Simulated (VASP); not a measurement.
Wanted: the native input for a VASP 6.6.1 run.

```yaml
Task: relaxation of cell and atoms
Functional: PBEsol
Potentials_or_basis: VASP PAW PBE potentials, release 64 (Ge_d)
Cutoff: 600 eV
k_mesh: 16 × 16 × 16
Occupations: gaussian, width 0.1 eV
Spin: no spin polarisation
Dipole_correction: no
Further_INCAR_settings: ALGO = Normal; EDIFF = 1e-06; IBRION = 2; EDIFFG = -0.005; NSW = 100; ISIF = 3
```

The structure of Ge lies in POSCAR:

```
Ge
1.0
   -2.5744897190      2.5744897190      1.3974126432
    2.5744897190     -2.5744897190      1.3974126432
    2.5744897190      2.5744897190     -1.3974126432
Ge
2
Direct
    0.2500000000      0.7500000000      0.5000000000
    0.5000000000      0.5000000000      0.0000000000
```

One way to write it, as run:

INCAR

```
SYSTEM = Ge
ALGO = Normal
EDIFF = 1E-6
EDIFFG = -0.005
ENCUT = 600
GGA = PS
IBRION = 2
ISIF = 3
ISMEAR = 0
LASPH = .TRUE.
LCHARG = .FALSE.
LREAL = .FALSE.
LWAVE = .FALSE.
NELM = 60
NSW = 100
PREC = Accurate
SIGMA = 0.1
```

KPOINTS

```
k-points
0
G
  16 16 16
  0 0 0
```

Potentials or basis: VASP PAW PBE potentials, release 64 (Ge_d).

The run is started by

```bash
$ cat potpaw_PBE.64/Ge_d/POTCAR > POTCAR
$ mpirun -np 1 vasp_std > vasp.out
```

It gave:

The relaxed volume is 18.37 Å³/atom and the relaxed cell is a = 3.885 Å, b = 3.885 Å, c = 3.885 Å, α = 97.44°, β = 97.44°, γ = 137.82°. The space group after relaxing (to 0.1 Å) is I4_1/amd (No. 141) and the energy gained by relaxing is 0.4 meV/atom. The ionic steps are 18. The pressure after relaxing is 0.0 GPa. The band gap on the k mesh is zero (bands 14 and 15 overlap by 5.39 eV).

Caveat: the PAW data sets were made with another functional, which shifts forces and pressure a little.

Wall time 18 min on 1 thread of Intel(R) Xeon(R) Platinum 8488C (Sapphire Rapids), on a shared host, peak memory 0.37 GiB.
